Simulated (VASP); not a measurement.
BeS: G0W0 quasiparticle levels with PBE

Crystal: BeS.

```
Be S
1.0
     0.00000    2.31730    2.31730
     2.31730    0.00000    2.31730
     2.31730    2.31730    0.00000
Be S
1 1
Cartesian
  0.0000 0.0000 0.0000
  2.3173 2.3173 2.3173
```

* Program: VASP 6.6.1
* Task: G0W0 quasiparticle levels
* Functional: PBE
* Potentials or basis: VASP PAW PBE potentials, release 64 (Be_GW, S_GW)
* Cutoff: 500 eV
* k mesh: 6 × 6 × 6
* Occupations: gaussian, width 0.01 eV
* Spin: no spin polarisation
* Dipole correction: no
* GW scheme: G0W0
* GW iterations: 1
* Cutoff of the response function: 140
* Frequency points: 96
* Empty bands: 93
* Further INCAR settings: ALGO = EVGW0; EDIFF = 1e-08; NBANDS = 97

| Property | Result |
| --- | --- |
| Quasiparticle gap | 1.73 eV |
| Least direct quasiparticle gap | 5.04 eV |
| Band gap of the starting levels on the mesh | 0.97 eV |
| Least direct gap of the starting levels on the mesh | 4.14 eV |

Wall time 2.5 min on 1 thread of Intel(R) Xeon(R) 6975P-C (Granite Rapids) (shared host), peak memory 0.46 GiB.

Caveat: the k points lie up to 0.39 Å⁻¹ apart; bands, screening cutoff and mesh are small and nothing is extrapolated, so the quasiparticle values aren't converged; the structure was generated, so it needn't be the stable form of BeS.
